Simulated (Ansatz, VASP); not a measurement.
Two plane-wave programs on AlN

```xyz
4
Lattice="3.3121 0.0000 0.0000 -1.6561 2.8684 0.0000 0.0000 0.0000 4.1876" Properties=species:S:1:pos:R:3 pbc="T T T"
Al    1.6561    0.9561    1.0469
Al    0.0000    1.9123    3.1407
N     1.6561    0.9561    3.1407
N     0.0000    1.9123    1.0469
```

Alike in both runs: task single point; functional PBE-based screened hybrid; k mesh 5 × 5 × 4; occupations fermi-dirac, width 0.05 eV; no spin polarisation.

|  | VASP | Ansatz |
| --- | --- | --- |
| version | VASP 6.6.1 | Ansatz 0.2.0 |
| potentials or method | VASP PAW PBE potentials, release 64 (Al, N) | Ansatz PAW |
| plane-wave cutoff (eV) | 520 | 420 |
| valence electrons in the cell | 16 | 16 |

```csv
,VASP,Ansatz,Ansatz less VASP
gap on the k mesh at the Fermi level (eV),4.86,4.85,-0.013
least direct gap on the mesh (eV),4.86,4.85,-0.013
pressure (GPa),-6.0,-5.9,+0.13
"traceless stress, the component that is largest in VASP (GPa)",0.30,-0.15,-0.444
```

VASP's potentials were made for PBE, not for PBE-based screened hybrid.

The k mesh is coarse, so the values compare programs but aren't converged. Noted on Ansatz's run: odd divisions of the mesh miss points on the zone boundary, where band edges often lie, so the gap on the mesh can be too wide.
